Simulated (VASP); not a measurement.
Runs of VASP 6.6.1 on GaAs. The structure is that of space group F-43m (No. 216), or close to it. The cells are those of the table. 

| task | spin | cell | cutoff (eV) | smearing | gap on the mesh (eV) | pressure (GPa) |
| --- | --- | --- | --- | --- | --- | --- |
| single point | off | a = 3.892 Å, angles 60.0, 60.0, 90.0°, 2 atoms | 520 | gaussian 0.01 eV | 1.07 | 7.2 |
| relaxation of cell and atoms | off | relaxed to 4 GPa from a = 4.001 Å, angles 60.0, 60.0, 90.0°, 2 atoms | 600 | gaussian 0.01 eV | 0.80 | 4.0 |
| relaxation of cell and atoms | off | relaxed to 10 GPa from a = 4.001 Å, angles 60.0, 60.0, 90.0°, 2 atoms | 600 | gaussian 0.01 eV | 1.13 | 10.0 |
| single point | off | a = 3.855 Å, angles 60.0, 60.0, 90.0°, 2 atoms | 520 | gaussian 0.01 eV | (b) | 10.3 |
| single point | off | a = 4.042 Å, angles 60.0, 60.0, 90.0°, 2 atoms | 520 | gaussian 0.01 eV | 0.21 | (d) |
| relaxation of cell and atoms | off | relaxed to 15 GPa from a = 4.001 Å, angles 60.0, 60.0, 90.0°, 2 atoms | 600 | gaussian 0.01 eV | 1.03 | 15.0 |
| relaxation of cell and atoms | off | relaxed to 2 GPa from a = 4.001 Å, angles 60.0, 60.0, 90.0°, 2 atoms | 600 | gaussian 0.01 eV | 0.62 | 2.0 |
| relaxation of cell and atoms | off | relaxed to -2 GPa from a = 4.001 Å, angles 60.0, 60.0, 90.0°, 2 atoms | 600 | gaussian 0.01 eV | (c) | -2.0 |
| single point | non-collinear, zero start, SOC | a = 4.042 Å, angles 60.0, 60.0, 90.0°, 2 atoms | 520 | fermi-dirac 0.01 eV | - | -1.9 |
| relaxation of cell and atoms | off | relaxed to 7 GPa from a = 4.001 Å, angles 60.0, 60.0, 90.0°, 2 atoms | 600 | gaussian 0.01 eV | (a) | 7.0 |
| single point | off | a = 3.933 Å, angles 60.0, 60.0, 90.0°, 2 atoms | 520 | gaussian 0.01 eV | 0.83 | 4.2 |
| single point | off | a = 3.965 Å, angles 60.0, 60.0, 90.0°, 2 atoms | 520 | gaussian 0.01 eV | 0.64 | 2.2 |

Alike in all rows: level PBEsol; potentials or basis VASP PAW PBE potentials, release 64 (Ga_d, As); k mesh 8 × 8 × 8.

Task: Estimate the missing entries.

Result: (a) 1.06; (b) 1.12; (c) 0.19; (d) -1.8.

Caveats: the PAW data sets were made with another functional, which shifts forces and pressure a little; the cell is relaxed towards a set pressure, so the run minimises the enthalpy, not the energy (at least some runs); the cell stands under pressure (at least some runs).

A k mesh can miss the band edges, and rows without SOC leave out spin-orbit coupling on As, Ga.
